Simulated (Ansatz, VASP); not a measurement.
## Lu: VASP beside Ansatz

The input INCAR:

```
ALGO     = Normal         # electronic algorithm
EDIFF    = 1E-6           # SCF threshold, eV
ENCUT    = 520            # plane-wave cutoff, eV
GGA      = PE             # functional
ISIF     = 2              # what is computed and relaxed
ISMEAR   = -1             # smearing method
LASPH    = True           # aspherical terms in the spheres
LCHARG   = False          # write CHGCAR
LREAL    = False          # projectors in reciprocal space
LWAVE    = False          # write WAVECAR
NBANDS   = 58             # bands
NELM     = 100            # most SCF steps
PREC     = Accurate       # precision mode
SIGMA    = 0.1            # smearing width, eV
```

The input KPOINTS:

```
k-points
0
Gamma
  10 10 3
```

Contents of POSCAR:

```
Lu
1.0
    2.7529421967      0.0000000000      0.0000000000
   -1.3764710983      2.3841178775      0.0000000000
    0.0000000000      0.0000000000      8.8624354132
Lu
4
Direct
    0.0000000000      0.0000000000      0.0000000000
    0.0000000000      0.0000000000      0.5000000000
    0.3333333333      0.6666666667      0.2500000000
    0.6666666667      0.3333333333      0.7500000000
```

Input for Ansatz:

```yaml
crystal:
  lattice:
    - [2.7529421967, 0.0, 0.0]
    - [-1.3764710983, 2.3841178775, 0.0]
    - [0.0, 0.0, 8.8624354132]
  atoms:
    - { symbol: Lu, position: [0.0, 0.0, 0.0] }
    - { symbol: Lu, position: [0.0, 0.0, 0.5] }
    - { symbol: Lu, position: [0.3333333333, 0.6666666667, 0.25] }
    - { symbol: Lu, position: [0.6666666667, 0.3333333333, 0.75] }
kpoints:
  mp_grid: { grid: [10, 10, 3] }
scf:
  occupations: { method: fermi_dirac, width: 0.1 }
hamiltonian:
  xc: pbe
  pseudopotentials: { kind: paw }
output:
  forces: true
  stress: true
  eigenvalues: true
  populations: true
  write_density: true
  write_potential: true
  elf: true
  volumetric_format: npy
```

Change from the starting cell: volume scaled by 0.5, PAW files.

Alike in both runs: task single point; functional PBE; k mesh 10 × 10 × 3; occupations fermi-dirac, width 0.1 eV; no spin polarisation.

|  | VASP | Ansatz |
| --- | --- | --- |
| version | VASP 6.6.1 | Ansatz 0.2.0 |
| potentials or method | VASP PAW PBE potentials, release 64 (Lu) | PAW with Ansatz's default frozen-core files, scalar-relativistic |
| plane-wave cutoff (eV) | 520 | 420 |
| valence electrons in the cell | 100 | 100 |

|  | VASP | Ansatz | Ansatz less VASP |
| --- | --- | --- | --- |
| pressure (GPa) | 102.4 | 100.1 | -2.32 |
| traceless stress, the component that is largest in VASP (GPa) | -0.19 | -0.27 | -0.080 |

Both programs put the cell under a high pressure, so it lies far from rest at this level. The functional is the same, so the differences come from potentials, cutoffs and numerics. Ansatz's warnings: eigensolver not converged.

Neither program's run includes spin-orbit coupling. Noted on VASP's run: the cell as given lies far from equilibrium.
